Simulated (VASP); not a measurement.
Runs of VASP 6.6.1 on ZnSe. The structure is that of space group F-43m (No. 216), or close to it. The cells are those of the table. 

| level | cell | k mesh | smearing | gap on the mesh (eV) | pressure (GPa) |
| --- | --- | --- | --- | --- | --- |
| r2SCAN+rVV10 | a = 3.934 Å, angles 60.0°, 2 atoms | 8 × 8 × 8 | gaussian 0.05 eV | 2.07 | 3.3 |
| revPBE+D4 | a = 3.991 Å, angles 60.0°, 2 atoms | 8 × 8 × 8 | gaussian 0.05 eV | 1.46 | 0.3 |
| r2SCAN+rVV10 | a = 3.961 Å, angles 60.0°, 2 atoms | 8 × 8 × 8 | gaussian 0.05 eV | 1.97 | 1.7 |
| PBE | a = 4.008 Å, angles 60.0°, 2 atoms | 8 × 8 × 8, shifted | tetrahedron | 1.74 | 2.3 |
| r2SCAN+rVV10 | a = 3.988 Å, angles 60.0°, 2 atoms | 8 × 8 × 8 | gaussian 0.05 eV | (b) | 0.3 |
| PBE | a = 4.008 Å, angles 60.0°, 2 atoms | 8 × 8 × 8 | gaussian 0.05 eV | (a) | 2.3 |
| revPBE+D4 | a = 3.964 Å, angles 60.0°, 2 atoms | 8 × 8 × 8 | gaussian 0.05 eV | 1.54 | 1.6 |
| PBE+D3(BJ) | a = 4.051 Å, angles 60.0°, 2 atoms | 8 × 8 × 8 | gaussian 0.05 eV | (d) | (c) |

Alike in all rows: task single point; potentials or basis VASP PAW PBE potentials, release 64 (Zn, Se); no spin polarisation; cutoff (eV) 520.

**Question.** Estimate the missing entries.

**Answer.** (a) 1.29; (b) 1.89; (c) -2.1; (d) 1.16.

Caveats: the PAW data sets were made with another functional, which shifts forces and pressure a little (some runs).

A k mesh can miss the band edges, and the runs leave out spin-orbit coupling on Se.
